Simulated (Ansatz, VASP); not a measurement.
## Ir in VASP and in Ansatz

```
Ir
1.0
     0.00000    1.91513    1.91513
     1.91513    0.00000    1.91513
     1.91513    1.91513    0.00000
Ir
1
Direct
  0.00000 0.00000 0.00000
```

Alike in both runs: functional PBEsol; k mesh 18 × 18 × 18; occupations gaussian, width 0.1 eV; no spin polarisation.

Ansatz relaxed the structure, and its values are those at the end. VASP's run is a single point on that final structure, the one shown.

```csv
,VASP,Ansatz
version,VASP 6.6.1,Ansatz 0.2.0
potentials or method,"VASP PAW PBE potentials, release 64 (Ir), cutoff 520 eV","scalar-relativistic, plane waves, PAW"
valence electrons in the cell,9,17
```

|  | VASP | Ansatz | Ansatz less VASP |
| --- | --- | --- | --- |
| gap on the k mesh at the Fermi level (eV) | none | none | - |
| pressure (GPa) | 0.9 | 0.0 | -0.86 |

VASP's potentials were made for PBE, not for PBEsol. A gap of «none» marks a metal or a gap that the smearing closes. VASP's potentials hold 9 valence electrons a cell and Ansatz's 17, so a difference there can come from the potentials and not from the codes.

Neither program's run includes spin-orbit coupling.
